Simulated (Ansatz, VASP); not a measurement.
**Rb in VASP and in Ansatz**

Contents of INCAR:

```
SYSTEM = Rb
ALGO     = Normal         ! electronic algorithm
EDIFF    = 1E-6           ! SCF threshold, eV
EDIFFG   = -0.01          ! ionic threshold
ENCUT    = 600            ! plane-wave cutoff, eV
GGA      = PE             ! functional
IBRION   = 2              ! ionic algorithm
ISIF     = 3              ! what is computed and relaxed
ISMEAR   = -1             ! smearing method
LASPH    = .TRUE.         ! aspherical terms in the spheres
LCHARG   = .FALSE.        ! write CHGCAR
LREAL    = .FALSE.        ! projectors in reciprocal space
LWAVE    = .FALSE.        ! write WAVECAR
NELM     = 60             ! most SCF steps
NSW      = 80             ! ionic steps
PREC     = Accurate       ! precision mode
SIGMA    = 0.1            ! smearing width, eV
```

Contents of KPOINTS:

```
k-points
0
G
  5 5 7
  0 0 0
```

POSCAR

```
Rb
1.0
    7.8956864786      0.0000000000      0.0000000000
   -3.9478432393      6.8378650708      0.0000000000
    0.0000000000      0.0000000000      4.8400558114
Rb
3
Direct
    0.0000000000      0.0000000000      0.0000000000
    0.3333333333      0.6666666667      0.5000000000
    0.6666666667      0.3333333333      0.5000000000
```

Input for Ansatz:

```yaml
crystal:
  lattice:
    - [7.8956864786, 0.0, 0.0]
    - [-3.9478432393, 6.8378650708, 0.0]
    - [0.0, 0.0, 4.8400558114]
  atoms:
    - { symbol: Rb, position: [0.0, 0.0, 0.0] }
    - { symbol: Rb, position: [0.3333333333, 0.6666666667, 0.5] }
    - { symbol: Rb, position: [0.6666666667, 0.3333333333, 0.5] }
hamiltonian:
  xc: pbe
  pseudopotentials:
    kind: paw
    azcp:
      Rb: "pseudopotentials/Rb.paw.azcp"
basis:
  ecutwfc: 420
  fft_grid_basis: typed
kpoints:
  mp_grid: { grid: [5, 5, 7], shift: [0, 0, 0] }
magnetization:
  spin_polarized: false
scf:
  occupations: { method: fermi_dirac, width: 0.1 }
relax:
  max_steps: 60
  f_tol: 0.01
  cell: {}
```

Alike in both runs: task relaxation of cell and atoms; functional PBE; k mesh 5 × 5 × 7; occupations fermi-dirac, width 0.1 eV; no spin polarisation.

|  | VASP | Ansatz |
| --- | --- | --- |
| version | VASP 6.6.1 | Ansatz 0.2.0 |
| potentials or method | VASP PAW PBE potentials, release 64 (Rb_sv), cutoff 600 eV | plane waves (420 eV) with PAW, scalar-relativistic |
| valence electrons in the cell | 27 | 27 |

|  | VASP | Ansatz | Ansatz less VASP |
| --- | --- | --- | --- |
| relaxed volume (Å³/atom) | 91.94 | 91.64 | -0.304 |
| relaxed cell length with the largest relative difference (Å) | 8.114 | 8.094 | -0.0202 |
